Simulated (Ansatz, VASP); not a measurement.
## Two plane-wave programs on Al2BN3

```
CELL_PARAMETERS angstrom
5.09872 0.00000 0.00000
-2.54936 4.41562 0.00000
0.00000 0.00000 2.70444
ATOMIC_POSITIONS crystal
Al 0.33333 0.66667 0.00000
Al 0.66667 0.33333 0.00000
B 0.00000 0.00000 0.00000
N 0.50000 0.00000 0.50000
N 0.00000 0.50000 0.50000
N 0.50000 0.50000 0.50000
```

Change from the starting cell: species swapped into the CeZn2Ni3 type (P6/mmm, No. 191).

Alike in both runs: functional PBE; k mesh 12 × 12 × 16; occupations gaussian, width 0.1 eV; no spin polarisation.

Ansatz relaxed the structure, and its values are those at the end. VASP's run is a single point on that final structure, the one shown.

|  | VASP | Ansatz |
| --- | --- | --- |
| version | VASP 6.6.1 | Ansatz 0.2.0 |
| potentials or method | VASP PAW PBE potentials, release 64 (Al, B, N), cutoff 520 eV | scalar-relativistic, plane waves, PAW |
| valence electrons in the cell | 24 | 24 |

|  | VASP | Ansatz | Ansatz less VASP |
| --- | --- | --- | --- |
| gap on the k mesh at the Fermi level (eV) | none | none | - |
| pressure (GPa) | -0.3 | 0.0 | +0.24 |

A gap of «none» marks a metal or a gap that the smearing closes. The functional is the same, so the differences come from potentials, cutoffs and numerics.
